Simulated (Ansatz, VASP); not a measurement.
## One calculation of BeTe, two programs

The input INCAR:

```
SYSTEM = BeTe
PREC = Accurate ; ENCUT = 600
EDIFF = 1E-6 ; ISMEAR = 0
SIGMA = 0.05 ; LREAL = .FALSE.
LASPH = .TRUE. ; NELM = 120
ALGO = Normal ; ISIF = 2
LWAVE = .FALSE. ; LCHARG = .TRUE.
GGA = RE ; LELF = .TRUE.
LVHAR = .TRUE. ; NBANDS = 11
GGA_COMPAT = .FALSE.
```

File KPOINTS:

```
regular mesh
0
G
  8 8 8
  0 0 0
```

File POSCAR:

```
BeTe
1.0
    0.0000000000      2.8138591029      2.8138591029
    2.8138591029      0.0000000000      2.8138591029
    2.8138591029      2.8138591029      0.0000000000
Be Te
1 1
Direct
    0.0000000000      0.0000000000      0.0000000000
    0.7500000000      0.7500000000      0.7500000000
```

Input for Ansatz:

```yaml
crystal:
  lattice:
    - [0.0, 2.8138591029, 2.8138591029]
    - [2.8138591029, 0.0, 2.8138591029]
    - [2.8138591029, 2.8138591029, 0.0]
  atoms:
    - { symbol: Be, position: [0.0, 0.0, 0.0] }
    - { symbol: Te, position: [0.75, 0.75, 0.75] }
basis:
  ecutwfc: 420
  ecutrho_ratio: 4
kpoints:
  mp_grid: { grid: [8, 8, 8] }
hamiltonian:
  xc: revpbe
scf:
  occupations: { method: gaussian, width: 0.05 }
output:
  forces: true
  stress: true
  eigenvalues: true
```

Alike in both runs: task single point; functional revPBE; k mesh 8 × 8 × 8; occupations gaussian, width 0.05 eV; no spin polarisation.

```csv
,VASP,Ansatz
version,VASP 6.6.1,Ansatz 0.2.0
potentials or method,"VASP PAW PBE potentials, release 64 (Be, Te), cutoff 600 eV","scalar-relativistic, plane waves, PAW"
valence electrons in the cell,8,18
```

|  | VASP | Ansatz | Ansatz less VASP |
| --- | --- | --- | --- |
| gap on the k mesh at the Fermi level (eV) | 2.03 | 2.05 | +0.015 |
| least direct gap on the mesh (eV) | 3.63 | 3.65 | +0.020 |
| pressure (GPa) | 2.5 | 2.4 | -0.12 |

VASP's potentials were made for PBE, not for revPBE. With one functional, cell and mesh, what is left measures potentials, basis and numerics. VASP's potentials hold 8 valence electrons a cell and Ansatz's 18, so a difference there can come from the potentials and not from the codes.

Spin-orbit coupling is off throughout.
